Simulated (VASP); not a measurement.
Here is a VASP 6.6.1 calculation.

INCAR

```
SYSTEM = Lu
PREC = Accurate
ENCUT = 520
EDIFF = 1E-8
ISMEAR = -1
SIGMA = 0.05
LREAL = .FALSE.
LASPH = .TRUE.
NELM = 60
ALGO = Normal
ISIF = 2
LWAVE = .FALSE.
LCHARG = .FALSE.
GGA = PE
LEFG = .TRUE.
NBANDS = 32
```

Contents of KPOINTS:

```
Automatic mesh
0
G
  12 12 6
  0 0 0
```

The input POSCAR:

```
Lu
1.0
    3.5506054886      0.0000000000      0.0000000000
   -1.7753027443      3.0749145519      0.0000000000
    0.0000000000      0.0000000000      5.5367646680
Lu
2
Direct
    0.3333333333      0.6666666667      0.2500000000
    0.6666666667      0.3333333333      0.7500000000
```

Potentials or basis: VASP PAW PBE potentials, release 64 (Lu).

Command:

```sh
$ cat potpaw_PBE.64/Lu/POTCAR > POTCAR
$ mpirun -np 1 vasp_std > vasp.out
```

(1) Predict the pressure.

(2) Estimate the band gap on the k mesh.

Answers

(1) -1.6 GPa.

(2) zero (bands 25 and 26 overlap by 1.79 eV).

Caveat: without QUAD_EFG the Cq values of the log hold for a quadrupole moment of 1 mb, not for the nuclei; spin-orbit coupling is left out, which moves the levels of the heavy elements.
